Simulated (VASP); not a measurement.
# SnO2 in VASP: single point with PBE

Aim: the single point of SnO2 with PBE.

Program: VASP 6.6.1. These are calculated values, not measurements. Logs are shortened: lines on timing, memory, paths and dates and some standing lists are left out, and cuts for length are marked.

**1. The cell of the first run**

The typed cell holds 6 atoms: a = 4.825 Å, b = 4.831 Å, c = 3.238 Å, α = 90.00°, β = 90.00°, γ = 90.00°.

**2. Single point, PBE (all atoms moved at random, sigma 0.05 Å a component, then relaxed in part)**

INCAR

```
SYSTEM = SnO2
PREC     = Accurate       ! precision mode
ENCUT    = 600            ! plane-wave cutoff, eV
EDIFF    = 1E-6           ! SCF threshold, eV
ISMEAR   = 0              ! smearing method
SIGMA    = 0.05           ! smearing width, eV
LREAL    = .FALSE.        ! projectors in reciprocal space
LASPH    = .TRUE.         ! aspherical terms in the spheres
NELM     = 120            ! most SCF steps
ALGO     = Normal         ! electronic algorithm
ISIF     = 2              ! what is computed and relaxed
LWAVE    = .FALSE.        ! write WAVECAR
LCHARG   = .FALSE.        ! write CHGCAR
GGA      = PE             ! functional
NBANDS   = 35             ! bands
GGA_COMPAT= .FALSE.
```

KPOINTS

```
regular mesh
0
G
  6 6 8
  0 0 0
```

POSCAR

```
SnO2
1.0
    4.8252988000     -0.0001870771     -0.0000256397
   -0.0001870771      4.8305955055     -0.0000639664
   -0.0000171968     -0.0000429029      3.2383255966
Sn O
2 4
Direct
   -0.0000063724      0.0000003658      0.0000045001
    0.4999958646      0.4999992263      0.4999984322
    0.3064518771      0.3067145244     -0.0000100355
    0.1935402912      0.8067163041      0.5000042494
    0.6935552526      0.6932803300      0.0000031683
    0.8064630868      0.1932892494      0.4999996853
```

Potentials or basis: VASP PAW PBE potentials, release 64 (Sn_d, O).

Run with:

```bash
$ cat potpaw_PBE.64/Sn_d/POTCAR potpaw_PBE.64/O/POTCAR > POTCAR
$ mpirun -np 1 vasp_std > vasp.out
```

OUTCAR:

```text
SYSTEM = SnO2
   PREC = Accurate
   ENCUT = 600
   EDIFF = 1E-6
   ISMEAR = 0
   LREAL = .FALSE.
   LASPH = .TRUE.
   NELM = 120
   ISIF = 2
   GGA = PE

 ion  position               nearest neighbor table
   1  1.000  0.000  0.000-   6 2.09   4 2.09   6 2.09   4 2.09   5 2.09   3 2.09
   2  0.500  0.500  0.500-   3 2.09   3 2.09   5 2.09   5 2.09   4 2.09   6 2.09
   3  0.306  0.307  1.000-   2 2.09   2 2.09   1 2.09
   4  0.194  0.807  0.500-   1 2.09   1 2.09   2 2.09
   5  0.694  0.693  0.000-   2 2.09   2 2.09   1 2.09
   6  0.806  0.193  0.500-   1 2.09   1 2.09   2 2.09

  LATTYP: Found a simple monoclinic cell.
 ALAT       =     4.8252988037
 B/A-ratio  =     0.6711140032
 C/A-ratio  =     2.2366284727
 COS(beta)  =    -0.8942377364

  Lattice vectors:

 A1 = (   4.8252988000,  -0.0001870771,  -0.0000256397)
 A2 = (   0.0000171968,   0.0000429029,  -3.2383255966)
 A3 = (  -9.6507846771,   4.8309696597,  -0.0000126870)

Analysis of symmetry for initial positions (statically):
=====================================================================
 Subroutine PRICEL returns:
 Original cell was already a primitive cell.

 Routine SETGRP: Setting up the symmetry group for a
 simple monoclinic supercell.

 Subroutine GETGRP returns: Found  1 space group operations
 (whereof  1 operations were pure point group operations)
 out of a pool of  4 trial point group operations.

The static configuration has the point symmetry C_1 .

Analysis of symmetry for dynamics (positions and initial velocities):
=====================================================================
 Subroutine PRICEL returns:
 Original cell was already a primitive cell.

 Routine SETGRP: Setting up the symmetry group for a
 simple monoclinic supercell.

 Subroutine GETGRP returns: Found  1 space group operations
 (whereof  1 operations were pure point group operations)
 out of a pool of  4 trial point group operations.

The dynamic configuration has the point symmetry C_1 .

 Subroutine INISYM returns: Found  1 space group operations
 (whereof  1 operations are pure point group operations),
 and found     1 'primitive' translations

----------------------------------------------------------------------------------------

                                     Primitive cell

  volume of cell :      75.4823

[... 93 lines left out ...]
   LASPH  =      T    aspherical Exc in radial PAW
   ENCUT  =  600.0 eV  44.10 Ry    6.64 a.u.   9.64  9.65  6.47*2*pi/ulx,y,z
   NELM   =    120;   NELMIN=  2; NELMDL= -5     # of ELM steps
   EDIFF  = 0.1E-05   stopping-criterion for ELM
   LREAL  =      F    real-space projection
   EDIFFG = 0.1E-04   stopping-criterion for IOM
   NSW    =      0    number of steps for IOM
   IBRION =     -1    ionic relax: 0-MD 1-quasi-New 2-CG
   NFREE  =      0    steps in history (QN), initial steepest desc. (CG)
   ISIF   =      2    stress and relaxation
   ISYM   =      2    0-nonsym 1-usesym 2-fastsym
   POTIM  = 0.5000    time-step for ionic-motion
   TEBEG  =    0.0;   TEEND  =   0.0 temperature during run
   PSTRESS=    0.0 pullay stress
   NELECT =      52.0000    total number of electrons
   NUPDOWN=      -1.0000    fix difference up-down
   EMIN   =  10.00;   EMAX   =-10.00  energy-range for DOS
   EFERMI =   0.00;   METHOD = LEGACY
   ISMEAR =     0;   SIGMA  =   0.05  broadening in eV -4-tet -1-fermi 0-gaus
   EFERMI_NEDOS =   21; number of points for ismear=-14 and -15
   IALGO  =     38    algorithm
   IMIX   =      4    mixing-type and parameters
     AMIX     =   0.40;   BMIX     =  1.00
     AMIX_MAG =   1.60;   BMIX_MAG =  1.00
  volume/ion in A,a.u.               =      12.58        84.90
  Fermi-wavevector in a.u.,A,eV,Ry     =   1.445864  2.732287 28.443293  2.090523
  Thomas-Fermi vector in A             =   2.563998
   LORBIT       =      0    0 simple, 1 ext, 2 COOP (PROOUT), +10 PAW based schemes
   GGA     = PE    functional components
   LHFCALC =     F    Hartree Fock is set to
   AEXX    =    0.0000 exact exchange contribution
   IVDW    =     0    specifies the selected vdW correction
   LEPSILON=     F    determine dielectric tensor
   LRPA    =     F    only Hartree local field effects (RPA)
 non-spin polarized calculation
 Gauss-broadening in eV      SIGMA  =   0.05
  energy-cutoff  :      600.00
  volume of cell :       75.48
 maximum number of plane-waves:      2557
 NGX is ok and might be reduce to    40
   NGX = 19   NGY = 19   NGZ = 13

 number of electron      52.0000001 magnetization

 Free energy of the ion-electron system (eV)
  ---------------------------------------------------
  ext. energy  EPLUGINS =         0.00000000
  ---------------------------------------------------
  free energy    TOTEN  =       -37.32031600 eV

  energy without entropy =      -37.32031600  energy(sigma->0) =      -37.32031600

 E-fermi :   5.7805     XC(G=0): -10.9744

 val. band max:        5.5263603185   @ k =   0.0000   0.0000   0.0000
 cond. band min:       6.1932147365   @ k =   0.0000   0.0000   0.0000
 fundamental gap:      0.6668544180
 Fermi energy:         5.7804902308

 k-point     1 :       0.0000    0.0000    0.0000
  band No.  band energies     occupation
      1     -15.5080      2.00000
      2     -14.8443      2.00000
      3     -14.6513      2.00000
      4     -14.6241      2.00000
      5     -14.6236      2.00000
      6     -14.5582      2.00000
[... 901 lines left out ...]
     34      17.5677      0.00000
     35      17.7245      0.00000

 [... further k-points ...]
[... 5 lines left out ...]
  --------------------------------------------------------------------------------------
  -------------------------------------------------------------------------------------
  Total        0.1592147      0.1229372      0.2681135      0.0066604      0.0011086      0.0002484
  in kB        3.3794673      2.6094473      5.6909386      0.1413735      0.0235303      0.0052719
  external PRESSURE =       3.8932844 kB  Pullay stress =       0.0000000 kB

 VOLUME and BASIS-vectors are now :
 -----------------------------------------------------------------------------
  energy-cutoff  :      600.00
  volume of cell :       75.48
      direct lattice vectors                 reciprocal lattice vectors
     4.825298800 -0.000187077 -0.000025640     0.207241052  0.000008026  0.000001101
    -0.000187077  4.830595505 -0.000063966     0.000008026  0.207013814  0.000002743
    -0.000017197 -0.000042903  3.238325597     0.000001641  0.000004089  0.308801561

 POSITION                                       TOTAL-FORCE (eV/Angst)
 -----------------------------------------------------------------------------------
      4.82527     -0.00019     -0.00001         0.000453     -0.000016     -0.000159
      2.41253      2.41518      1.61911         0.000182      0.000150     -0.000090
      1.47865      1.48151      3.23827        -0.011187     -0.011154      0.000198
      0.93373      3.89686      1.61912         0.012059     -0.011644     -0.000147
      3.34648      3.34883     -0.00005         0.010755      0.010934      0.000039
      3.89138      0.93353      1.61913        -0.012263      0.011729      0.000160
 -----------------------------------------------------------------------------------
    total drift:                                0.000004      0.000005     -0.000001

  FREE ENERGIE OF THE ION-ELECTRON SYSTEM (eV)
  ---------------------------------------------------
  free  energy   TOTEN  =       -37.3203160038 eV

  energy  without entropy=      -37.3203160038  energy(sigma->0) =      -37.32031600
```

It took 3.5 min on 1 thread of AMD EPYC 9R45 (Zen 5), shared host; peak memory 0.44 GiB.

Results:

```yaml
Free_energy: -37.3203 eV
Pressure: 0.4 GPa
Largest_force: 0.017 eV/Å
Band_gap_on_the_k_mesh: 0.67 eV, direct
```

Forces on the atoms (eV/Å):
```
Sn   0.000  0.000  0.000
Sn   0.000  0.000  0.000
O   -0.011 -0.011  0.000
O    0.012 -0.012  0.000
O    0.011  0.011  0.000
O   -0.012  0.012  0.000
```

Stress tensor (GPa, compression positive):
```
0.34 0.01 0.00
0.01 0.26 0.00
0.00 0.00 0.57
```

Levels at points of the mesh, in eV from the valence-band top:
```tsv
k point	band 22	band 23	band 24	band 25	band 26	band 27	band 28	band 29	band 30	band 31
(0.00, 0.00, 0.00)	-1.26	-1.25	-0.74	-0.74	0.00	0.67	5.69	6.06	6.06	10.12
(0.50, 0.00, 0.00)	-1.89	-1.21	-1.21	-0.61	-0.61	3.88	3.88	6.80	6.80	10.40
(0.00, 0.50, 0.00)	-1.90	-1.21	-1.21	-0.61	-0.60	3.88	3.88	6.81	6.81	10.39
(0.50, 0.50, 0.00)	-1.87	-1.33	-1.33	-0.85	-0.85	4.27	4.27	7.15	7.15	10.48
(0.00, 0.00, 0.50)	-2.57	-1.53	-1.53	-1.18	-1.18	5.58	5.58	9.36	9.36	10.31
(0.50, 0.00, 0.50)	-1.66	-1.01	-1.01	-0.75	-0.75	5.84	5.84	7.60	7.60	10.57
(0.00, 0.50, 0.50)	-1.66	-1.02	-1.02	-0.75	-0.75	5.84	5.84	7.60	7.60	10.57
(0.50, 0.50, 0.50)	-2.43	-0.92	-0.92	-0.78	-0.78	4.35	4.35	8.61	8.61	10.56
```

Caveat: the cell differs from its parent crystal (all atoms moved at random, sigma 0.05 Å a component, then relaxed in part); spin-orbit coupling is left out, which moves the levels of the heavy elements.
